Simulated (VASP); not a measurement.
# SiC (R3m) in VASP: a series of runs, part 3 of 3

VASP 6.6.1. The steps go on from the part before.

### Step 4. Relaxation of the atoms, PBEsol (strained cell)

The input, INCAR:

```
  PREC = Accurate
  ENCUT = 520
  EDIFF = 1E-7
  ISMEAR = 0
  SIGMA = 0.02
  LREAL = F
  LASPH = T
  NELM = 120
  ALGO = Normal
  ISIF = 2
  LWAVE = F
  LCHARG = F
  GGA = PS
  IBRION = 2
  NSW = 60
  EDIFFG = -0.002
  GGA_COMPAT = F
  NELMIN = 4
```

The input, KPOINTS:

```
regular mesh
0
Gamma
  9 9 9
```

The input, POSCAR:

```
SiC
1.0
    0.0267013557      2.1724550861      2.1724550861
    2.1724550861      0.0267013557      2.1724550861
    2.1724550861      2.1724550861      0.0267013557
Si C
1 1
Direct
    0.0006788474      0.0006788474      0.0006788474
    0.2493211526      0.2493211526      0.2493211526
```

Potentials or basis: VASP PAW PBE potentials, release 64 (Si, C).

Run with:

```console
$ cat potpaw_PBE.64/Si/POTCAR potpaw_PBE.64/C/POTCAR > POTCAR
$ mpirun -np 1 vasp_std > vasp.out
```

OUTCAR:

```text
PREC = Accurate
   ENCUT = 520
   EDIFF = 1E-7
   ISMEAR = 0
   LREAL = F
   LASPH = T
   NELM = 120
   ISIF = 2
   GGA = PS
   IBRION = 2
   NSW = 60
   EDIFFG = -0.002
   NELMIN = 4

 ion  position               nearest neighbor table
   1  0.001  0.001  0.001-   2 1.87   2 1.87   2 1.87   2 1.88
   2  0.249  0.249  0.249-   1 1.87   1 1.87   1 1.87   1 1.88

  LATTYP: Found a trigonal (rhomboedric) cell.
 ALAT       =     3.0724314744
 COS(alpha) =     0.5122521748

  Lattice vectors:

 A1 = (   0.0267013557,   2.1724550861,   2.1724550861)
 A2 = (   2.1724550861,   0.0267013557,   2.1724550861)
 A3 = (   2.1724550861,   2.1724550861,   0.0267013557)

Analysis of symmetry for initial positions (statically):
=====================================================================
 Subroutine PRICEL returns:
 Original cell was already a primitive cell.

 Routine SETGRP: Setting up the symmetry group for a
 trigonal (rhombohedral) supercell.

 Subroutine GETGRP returns: Found  6 space group operations
 (whereof  6 operations were pure point group operations)
 out of a pool of 12 trial point group operations.
[... 169 lines left out ...]
 Fermi energy:         8.5346247753

 k-point     1 :       0.0000    0.0000    0.0000
  band No.  band energies     occupation
      1      -7.2734      2.00000
      2       8.2343      2.00000
      3       8.4400      2.00000
      4       8.4400      2.00000
      5      14.7336      0.00000
      6      15.6860      0.00000
      7      15.9427      0.00000
      8      15.9427      0.00000
[... 243 lines left out ...]
 k-point    24 :       0.4444    0.4444    0.0000
  band No.  band energies     occupation
      1      -2.5671      2.00000
      2       1.0041      2.00000
      3       5.0629      2.00000
      4       5.2897      2.00000
      5       9.7205      0.00000
      6      12.7741      0.00000
      7      22.3310      0.00000
      8      22.3597      0.00000

 [... further k-points ...]

------------------------ aborting loop because EDIFF is reached ----------------------------------------

  FORCE on cell =-STRESS in cart. coord.  units (eV):
  Direction    XX          YY          ZZ          XY          YZ          ZX
  --------------------------------------------------------------------------------------
  -------------------------------------------------------------------------------------
  Total        0.8376346      0.8376346      0.8376346     -0.3978736     -0.3978736     -0.3978736
  in kB       66.6751306     66.6751306     66.6751306    -31.6704582    -31.6704582    -31.6704582
  external PRESSURE =      66.6751306 kB  Pullay stress =       0.0000000 kB

 VOLUME and BASIS-vectors are now :
 -----------------------------------------------------------------------------
  energy-cutoff  :      520.00
  volume of cell :       20.13
      direct lattice vectors                 reciprocal lattice vectors
     0.026701356  2.172455086  2.172455086    -0.234441605  0.231595101  0.231595101
     2.172455086  0.026701356  2.172455086     0.231595101 -0.234441605  0.231595101
     2.172455086  2.172455086  0.026701356     0.231595101  0.231595101 -0.234441605

 POSITION                                       TOTAL-FORCE (eV/Angst)
 -----------------------------------------------------------------------------------
      0.00297      0.00297      0.00297        -0.000740     -0.000740     -0.000740
      1.08994      1.08994      1.08994         0.000740      0.000740      0.000740
 -----------------------------------------------------------------------------------
    total drift:                                0.000030      0.000030      0.000030

  FREE ENERGIE OF THE ION-ELECTRON SYSTEM (eV)
  ---------------------------------------------------
  free  energy   TOTEN  =       -15.8954636892 eV

  energy  without entropy=      -15.8954636892  energy(sigma->0) =      -15.89546369

 reached required accuracy - stopping structural energy minimisation
```

OSZICAR:

```text
N       E                     dE             d eps       ncg     rms          rms(c)
DAV:   1     0.321612871658E+01    0.32161E+01   -0.42002E+03  1432   0.847E+02
DAV:   2    -0.174713337136E+02   -0.20687E+02   -0.19416E+02  2016   0.106E+02
DAV:   3    -0.177726610136E+02   -0.30133E+00   -0.30133E+00  1536   0.161E+01
DAV:   4    -0.177735906540E+02   -0.92964E-03   -0.92964E-03  2240   0.963E-01
DAV:   5    -0.177735908316E+02   -0.17759E-06   -0.17759E-06  1544   0.114E-02    0.904E+00
DAV:   6    -0.159881167091E+02    0.17855E+01   -0.71789E+00  1480   0.153E+01    0.406E+00
DAV:   7    -0.159098918185E+02    0.78225E-01   -0.37330E-01  2160   0.423E+00    0.181E+00
DAV:   8    -0.158954430101E+02    0.14449E-01   -0.20002E-02  1448   0.122E+00    0.154E-01
DAV:   9    -0.158954265598E+02    0.16450E-04   -0.73485E-04  2112   0.221E-01    0.102E-01
DAV:  10    -0.158954632604E+02   -0.36701E-04   -0.81087E-05  1704   0.727E-02    0.222E-02
DAV:  11    -0.158954635195E+02   -0.25910E-06   -0.94875E-06  1920   0.208E-02    0.472E-03
DAV:  12    -0.158954636599E+02   -0.14044E-06   -0.53298E-07  1440   0.581E-03    0.579E-04
DAV:  13    -0.158954636892E+02   -0.29236E-07   -0.20739E-08   888   0.142E-03
   1 F= -.15895464E+02 E0= -.15895464E+02  d E =-.158955E+02
```

Wall time 18 s (1 thread of Intel Xeon 8259CL, shared host); peak memory 0.14 GiB.

What came out:

```
Free energy             : -15.8955 eV
Pressure after relaxing : 6.7 GPa
Band gap on the k mesh  : 1.28 eV (least direct gap 4.43 eV)
```

Stress tensor (GPa, compression positive):
```
 6.67 -3.17 -3.17
-3.17  6.67 -3.17
-3.17 -3.17  6.67
```

Final structure:
```
CELL_PARAMETERS angstrom
0.02670 2.17246 2.17246
2.17246 0.02670 2.17246
2.17246 2.17246 0.02670
ATOMIC_POSITIONS crystal
Si 0.00068 0.00068 0.00068
C 0.24932 0.24932 0.24932
```

Levels at points of the mesh, in eV from the valence-band top:
```
           k point  band 1  band 2  band 3  band 4  band 5  band 6  band 7  band 8
(0.00, 0.00, 0.00)  -15.71   -0.21    0.00    0.00    6.29    7.25    7.50    7.50
```

Caveat: the cell differs from its parent crystal (strained cell); the relaxation stopped at its first step, so nothing moved; the PAW data sets were made with another functional, which shifts forces and pressure a little; an odd mesh through Γ misses points on the zone boundary, where band edges can lie.

### Step 5. Relaxation of the atoms, PBEsol (strained cell)

The input, INCAR:

```
SYSTEM = SiC
  PREC = Accurate
  ENCUT = 520
  EDIFF = 1E-7
  ISMEAR = 0
  SIGMA = 0.02
  LREAL = .FALSE.
  LASPH = .TRUE.
  NELM = 120
  ALGO = Normal
  ISIF = 2
  LWAVE = .FALSE.
  LCHARG = .FALSE.
  GGA = PS
  IBRION = 2
  NSW = 60
  EDIFFG = -0.002
  GGA_COMPAT = .FALSE.
  NELMIN = 4
```

The input, KPOINTS:

```
regular mesh
0
G
  9 9 9
  0 0 0
```

The input, POSCAR:

```
SiC
1.0
    0.0348548829      2.1806086133      2.1806086133
    2.1806086133      0.0348548829      2.1806086133
    2.1806086133      2.1806086133      0.0348548829
Si C
1 1
Direct
    0.0000000000      0.0000000000      0.0000000000
    0.2500000000      0.2500000000      0.2500000000
```

Run with:

```console
$ cat potpaw_PBE.64/Si/POTCAR potpaw_PBE.64/C/POTCAR > POTCAR
$ mpirun -np 1 vasp_std > vasp.out
```

Wall time 24 s (1 thread of Intel Xeon 8259CL, shared host); peak memory 0.14 GiB.

Results (log left out):

```yaml
Free_energy: -15.8946 eV
Energy_gained_by_relaxing: 0.8 meV/atom
Ionic_steps: 3
Pressure_after_relaxing: 5.3 GPa
Band_gap_on_the_k_mesh: 1.26 eV (least direct gap 4.39 eV)
```

Stress tensor (GPa, compression positive):
```
 5.33 -4.10 -4.10
-4.10  5.33 -4.10
-4.10 -4.10  5.33
```

The path:
```tsv
step	energy change (eV)	largest force (eV/Å)	pressure (GPa)
1	0.0000	0.2422	5.46
2	-0.0005	0.2072	5.26
3	-0.0016	0.0002	5.33
```

Final structure:
```
Si C
1.0
     0.03485    2.18061    2.18061
     2.18061    0.03485    2.18061
     2.18061    2.18061    0.03485
Si C
1 1
Cartesian
  0.0037 0.0037 0.0037
  1.0953 1.0953 1.0953
```

Levels at points of the mesh, in eV from the valence-band top:
```
           k point  band 2  band 3  band 4  band 5  band 6  band 7
(0.00, 0.00, 0.00)   -0.26    0.00    0.00    6.12    7.20    7.48
```

Caveat: the cell differs from its parent crystal (strained cell); the PAW data sets were made with another functional, which shifts forces and pressure a little; an odd mesh through Γ misses points on the zone boundary, where band edges can lie.

### Step 6. Summary

```csv
cell,gap on the mesh (eV),pressure (GPa)
"atoms relaxed from a = 3.040 Å, angles 59.9°, 2 atoms, atomic positions A",1.33,10.6
"atoms relaxed from a = 3.073 Å, angles 59.2°, 2 atoms, atomic positions A",1.28,6.6
"atoms relaxed from a = 3.072 Å, angles 59.2°, 2 atoms, atomic positions A",1.28,6.7
"atoms relaxed from a = 3.084 Å, angles 58.9°, 2 atoms, atomic positions B",1.26,5.3
```

Alike in all rows: task relaxation of the atoms; level PBEsol; potentials or basis VASP PAW PBE potentials, release 64 (Si, C); no spin polarisation; k mesh 9 × 9 × 9; cutoff (eV) 520; smearing gaussian 0.02 eV.

Caveats: the PAW data sets were made with another functional, which shifts forces and pressure a little; an odd mesh through Γ misses points on the zone boundary, where band edges can lie; the relaxation stopped at its first step, so nothing moved (at least some runs).

Total energies depend on the potentials used, so only differences within one code and one set of settings carry meaning.
